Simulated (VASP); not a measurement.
# AlN (F-43m) in VASP: further runs, part 3 of 3

VASP 6.6.1. The steps go on from the part before.

## 6. Single point, PBEsol-based global hybrid with 25 % exact exchange

This run uses another cell than the first one, of 10.28 Å³/atom.

Contents of POSCAR:

```
AlN
1.0
    0.0000000000      2.1741166776      2.1741166776
    2.1741166776      0.0000000000      2.1741166776
    2.1741166776      2.1741166776      0.0000000000
Al N
1 1
Direct
    0.0000000000      0.0000000000      0.0000000000
    0.2500000000      0.2500000000      0.2500000000
```

Contents of INCAR.step1:

```
SYSTEM = AlN
PREC = Accurate
ENCUT = 520
EDIFF = 1E-5
ISMEAR = -1
SIGMA = 0.05
LREAL = .False.
LASPH = .True.
NELM = 80
ALGO = Normal
ISIF = 2
LWAVE = .True.
GGA = PE
NBANDS = 11
```

Contents of INCAR.step2:

```
SYSTEM = AlN
PREC = Accurate
ENCUT = 520
EDIFF = 1E-6
ISMEAR = -1
SIGMA = 0.05
LREAL = .False.
LASPH = .True.
NELM = 80
ALGO = Normal
ISIF = 2
LWAVE = .False.
LCHARG = .True.
GGA = PS
LHFCALC = .True.
AEXX = 0.25
PRECFOCK = Normal
LELF = .True.
LVHAR = .True.
ISTART = 1
NBANDS = 11
```

Contents of KPOINTS:

```
regular mesh
0
Gamma
  5 5 5
  0 0 0
```

Potentials or basis: VASP PAW PBE potentials, release 64 (Al, N).

Run with:

```sh
$ cat potpaw_PBE.64/Al/POTCAR potpaw_PBE.64/N/POTCAR > POTCAR
$ cp INCAR.step1 INCAR
$ mpirun -np 1 vasp_std > vasp.out
$ cp INCAR.step2 INCAR
$ mpirun -np 1 vasp_std > vasp.out
```

OUTCAR:

```text
SYSTEM = AlN
   PREC = Accurate
   ENCUT = 520
   EDIFF = 1E-6
   ISMEAR = -1
   LREAL = .False.
   LASPH = .True.
   NELM = 80
   ISIF = 2
   GGA = PS
   LHFCALC = .True.
   AEXX = 0.25
   PRECFOCK = Normal
   ISTART = 1

 ion  position               nearest neighbor table
   1  0.000  0.000  0.000-   2 1.88   2 1.88   2 1.88   2 1.88
   2  0.250  0.250  0.250-   1 1.88   1 1.88   1 1.88   1 1.88

  LATTYP: Found a face centered cubic cell.
 ALAT       =     4.3482333552

  Lattice vectors:

 A1 = (   0.0000000000,   2.1741166776,   2.1741166776)
 A2 = (   2.1741166776,   0.0000000000,   2.1741166776)
 A3 = (   2.1741166776,   2.1741166776,   0.0000000000)

Analysis of symmetry for initial positions (statically):
=====================================================================
 Subroutine PRICEL returns:
 Original cell was already a primitive cell.

 Routine SETGRP: Setting up the symmetry group for a
 face centered cubic supercell.

 Subroutine GETGRP returns: Found 24 space group operations
 (whereof 24 operations were pure point group operations)
 out of a pool of 48 trial point group operations.

The static configuration has the point symmetry T_d .
[... 163 lines left out ...]
      2       4.6979      2.00000
      3       4.6979      2.00000
      4       4.6979      2.00000
      5      11.1112      0.00000
      6      19.8091      0.00000
      7      19.8091      0.00000
      8      19.8091      0.00000
      9      25.1427      0.00000
     10      25.1427      0.00000
     11      26.5223      0.00000
[... 113 lines left out ...]
 k-point    10 :      -0.4000    0.4000    0.2000
  band No.  band energies     occupation
      1      -9.0820      2.00000
      2      -0.1034      2.00000
      3       1.4477      2.00000
      4       2.6288      2.00000
      5      12.9796      0.00000
      6      17.8681      0.00000
      7      18.6691      0.00000
      8      20.9558      0.00000
      9      24.2200      0.00000
     10      26.7868      0.00000
     11      32.5657      0.00000

------------------------ aborting loop because EDIFF is reached ----------------------------------------

  FORCE on cell =-STRESS in cart. coord.  units (eV):
  Direction    XX          YY          ZZ          XY          YZ          ZX
  --------------------------------------------------------------------------------------
  -------------------------------------------------------------------------------------
  Total        0.0061121      0.0061121      0.0061121     -0.0000000      0.0000000     -0.0000000
  in kB        0.4764546      0.4764546      0.4764546     -0.0000000      0.0000000     -0.0000000
  external PRESSURE =       0.4764546 kB  Pullay stress =       0.0000000 kB

 VOLUME and BASIS-vectors are now :
 -----------------------------------------------------------------------------
  energy-cutoff  :      520.00
  volume of cell :       20.55
      direct lattice vectors                 reciprocal lattice vectors
     0.000000000  2.174116678  2.174116678    -0.229978458  0.229978458  0.229978458
     2.174116678  0.000000000  2.174116678     0.229978458 -0.229978458  0.229978458
     2.174116678  2.174116678  0.000000000     0.229978458  0.229978458 -0.229978458

 POSITION                                       TOTAL-FORCE (eV/Angst)
 -----------------------------------------------------------------------------------
      0.00000      0.00000      0.00000         0.000000      0.000000     -0.000000
      1.08706      1.08706      1.08706        -0.000000     -0.000000      0.000000
 -----------------------------------------------------------------------------------
    total drift:                                0.000000      0.000000      0.000000

  FREE ENERGIE OF THE ION-ELECTRON SYSTEM (eV)
  ---------------------------------------------------
  free  energy   TOTEN  =       -18.8897537550 eV

  energy  without entropy=      -18.8897537550  energy(sigma->0) =      -18.88975375
```

OSZICAR.step1:

```text
N       E                     dE             d eps       ncg     rms          rms(c)
DAV:   1     0.109505119926E+02    0.10951E+02   -0.40110E+03   236   0.611E+02
DAV:   2    -0.163792226140E+02   -0.27330E+02   -0.25817E+02   253   0.139E+02
DAV:   3    -0.172317334389E+02   -0.85251E+00   -0.85131E+00   265   0.228E+01
DAV:   4    -0.172352530138E+02   -0.35196E-02   -0.35194E-02   247   0.168E+00
DAV:   5    -0.172352900220E+02   -0.37008E-04   -0.37008E-04   270   0.168E-01    0.870E+00
DAV:   6    -0.148338484417E+02    0.24014E+01   -0.11817E+01   258   0.173E+01    0.286E+00
DAV:   7    -0.148282654316E+02    0.55830E-02   -0.17573E-01   241   0.325E+00    0.208E+00
DAV:   8    -0.148230469871E+02    0.52184E-02   -0.25922E-02   232   0.155E+00    0.563E-01
DAV:   9    -0.148218431562E+02    0.12038E-02   -0.33229E-03   265   0.346E-01    0.233E-01
DAV:  10    -0.148218941979E+02   -0.51042E-04   -0.37543E-04   241   0.125E-01    0.192E-02
DAV:  11    -0.148219052730E+02   -0.11075E-04   -0.11637E-05   253   0.253E-02    0.153E-02
DAV:  12    -0.148219052151E+02    0.57860E-07   -0.35977E-07   119   0.474E-03
   1 F= -.14821905E+02 E0= -.14821905E+02  d E =-.212765E-10
```

It took 98 s on 1 thread of Intel Xeon Platinum 8488C (Sapphire Rapids), shared host; peak memory 0.13 GiB.

What came out:

```
Free energy            : -18.8898 eV
Pressure               : 0.0 GPa
Band gap on the k mesh : 5.87 eV (least direct gap 6.41 eV)
```

Caveat: the k points lie up to 0.50 Å⁻¹ apart; the PAW data sets were made with another functional, which shifts forces and pressure a little; an odd mesh through Γ misses points on the zone boundary, where band edges can lie.

## 7. The runs side by side

```tsv
level	cell	k mesh	share of exact exchange	gap on the mesh (eV)	pressure (GPa)
PBEsol-based global hybrid with 25 % exact exchange	a = 3.129 Å, angles 60.0°, 2 atoms	5 × 5 × 5	0.25	5.78	-10.4
PBEsol-based global hybrid with 25 % exact exchange	a = 3.149 Å, angles 60.0°, 2 atoms	5 × 5 × 5	0.25	5.72	-13.7
PBE0	a = 3.089 Å, angles 60.0°, 2 atoms	8 × 8 × 8	0.25	5.29	-0.6
B3LYP	a = 3.089 Å, angles 60.0°, 2 atoms	6 × 6 × 6	0.2	5.26	3.1
PBEsol-based global hybrid with 25 % exact exchange	a = 3.075 Å, angles 60.0°, 2 atoms	5 × 5 × 5	0.25	5.87	0.0
```

Alike in all rows: task single point; potentials or basis VASP PAW PBE potentials, release 64 (Al, N); no spin polarisation; cutoff (eV) 520; smearing fermi-dirac 0.05 eV.

Caveats: some runs use coarse meshes; the PAW data sets were made with another functional, which shifts forces and pressure a little; an odd mesh through Γ misses points on the zone boundary, where band edges can lie (at least some runs); the cell stands under pressure (at least some runs).

Total energies depend on the potentials used, so only differences within one code and one set of settings carry meaning.
